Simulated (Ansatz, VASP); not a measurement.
**One calculation of Cd, two programs**

```
Cd
1.0
     3.02772    0.00000    0.00000
    -1.51386    2.62208    0.00000
     0.00000    0.00000    5.70976
Cd
2
Direct
  0.33333 0.66667 0.25000
  0.66667 0.33333 0.75000
```

Change from the starting cell: volume scaled by 1.05, PAW files.

Alike in both runs: task electric field gradients; functional PBEsol; k mesh 14 × 14 × 7; occupations fermi-dirac, width 0.05 eV; no spin polarisation.

|  | VASP | Ansatz |
| --- | --- | --- |
| version | VASP 6.6.1 | Ansatz 0.2.0 |
| potentials or method | VASP PAW PBE potentials, release 64 (Cd) | PAW with Ansatz's default frozen-core files, scalar-relativistic |
| plane-wave cutoff (eV) | 520 | 420 |
| valence electrons in the cell | 24 | 40 |

```csv
,VASP,Ansatz,Ansatz less VASP
pressure (GPa),-3.4,-3.6,-0.27
"traceless stress, the component that is largest in VASP (GPa)",0.40,0.53,+0.122
size of Vzz on the site where it differs most (V/Å²),74.1,68.6,-5.47
```

VASP's potentials were made for PBE, not for PBEsol. VASP's potentials hold 24 valence electrons a cell and Ansatz's 40, so a difference there can come from the potentials and not from the codes.
